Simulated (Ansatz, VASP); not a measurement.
## Pt: VASP beside Ansatz

File INCAR:

```
AGGAC    = 1.0          
AGGAX    = 1.0          
ALDAC    = 0.0          
ALDAX    = 1.0          
ALGO     = Normal         # electronic algorithm
EDIFF    = 1E-6           # SCF threshold, eV
ENCUT    = 520            # plane-wave cutoff, eV
GGA      = B5             # functional
ISIF     = 2              # what is computed and relaxed
ISMEAR   = -1             # smearing method
LASPH    = T              # aspherical terms in the spheres
LCHARG   = T              # write CHGCAR
LELF     = T              # ELF
LREAL    = F              # projectors in reciprocal space
LVHAR    = T            
LWAVE    = F              # write WAVECAR
NBANDS   = 17             # bands
NELM     = 100            # most SCF steps
PREC     = Accurate       # precision mode
SIGMA    = 0.1            # smearing width, eV
```

KPOINTS

```
k-points
0
Gamma
  14 14 10
```

File POSCAR:

```
Pt
1.0
   -2.3561410724      2.7329696982      1.3976066326
    2.7329696982     -2.3561410724      1.3976066326
    2.6150531777      2.6150531777     -0.7074443143
Pt
2
Direct
    0.0134122132      0.9865877868      1.0000000000
    0.7365877868      0.2634122132      0.5000000000
```

Input for Ansatz:

```yaml
crystal:
  lattice:
    - [-2.3561410724, 2.7329696982, 1.3976066326]
    - [2.7329696982, -2.3561410724, 1.3976066326]
    - [2.6150531777, 2.6150531777, -0.7074443143]
  atoms:
    - { symbol: Pt, position: [0.0134122132, 0.9865877868, 1.0] }
    - { symbol: Pt, position: [0.7365877868, 0.2634122132, 0.5] }
hamiltonian:
  xc: blyp
  pseudopotentials:
    kind: paw
    azcp:
      Pt: "pseudopotentials/Pt.paw.azcp"
basis:
  ecutwfc: 420
  fft_grid_basis: typed
kpoints:
  mp_grid: { grid: [14, 14, 10], shift: [0, 0, 0] }
magnetization:
  spin_polarized: false
scf:
  occupations: { method: fermi_dirac, width: 0.1 }
  lower_state_search: "off"
output:
  stress: true
  write_density: true
  write_potential: true
  elf: true
  volumetric_format: npy
```

Alike in both runs: task single point; functional BLYP; k mesh 14 × 14 × 10; occupations fermi-dirac, width 0.1 eV; no spin polarisation.

|  | VASP | Ansatz |
| --- | --- | --- |
| version | VASP 6.6.1 | Ansatz 0.2.0 |
| potentials or method | VASP PAW PBE potentials, release 64 (Pt), cutoff 520 eV | plane waves (420 eV) with PAW, scalar-relativistic |
| valence electrons in the cell | 20 | 36 |

```tsv
	VASP	Ansatz	Ansatz less VASP
pressure (GPa)	-10.4	-11.0	-0.63
traceless stress, the component that is largest in VASP (GPa)	-0.40	-0.43	-0.032
```

VASP's potentials were made for PBE, not for BLYP. VASP's potentials hold 20 valence electrons a cell and Ansatz's 36, so a difference there can come from the potentials and not from the codes.

Neither program's run includes spin-orbit coupling.
